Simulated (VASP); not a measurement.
LiCl, 2 atoms in the cell. Symmetry: Fm-3m, No. 225, cubic system. The conventional cell has a = 4.964 Å, b = 4.964 Å, c = 4.964 Å, α = 90.00°, β = 90.00°, γ = 90.00°. Li (site symmetry m-3m) has 6 Cl at 2.48 Å within 3.3 Å. Within 3.3 Å of Cl (site symmetry m-3m) lie 6 Li at 2.48 Å. 

- Program: VASP 6.6.1
- Task: vibrations by perturbation theory
- Functional: LDA
- Potentials or basis: VASP PAW LDA potentials, release 64 (Li_sv, Cl)
- Cutoff: 520 eV
- k mesh: 8 × 8 × 8
- Occupations: gaussian, width 0.01 eV
- Spin: no spin polarisation
- Dipole correction: no
- Further INCAR settings: ALGO = Normal; EDIFF = 1e-08; NBANDS = 12; IBRION = 8; NSW = 1

Potentials or basis: VASP PAW LDA potentials, release 64 (Li_sv, Cl).

Run with:

```sh
$ cat potpaw_LDA.64/Li_sv/POTCAR potpaw_LDA.64/Cl/POTCAR > POTCAR
$ mpirun -np 1 vasp_std > vasp.out
```

Hardware: 1 thread of Intel Xeon 8259CL (shared host).

How long does it take, and how much memory?

It took 2.3 min on 1 thread of Intel Xeon 8259CL, on a shared host, peak memory 0.18 GiB. Counts: scf iterations 45, k points 29.
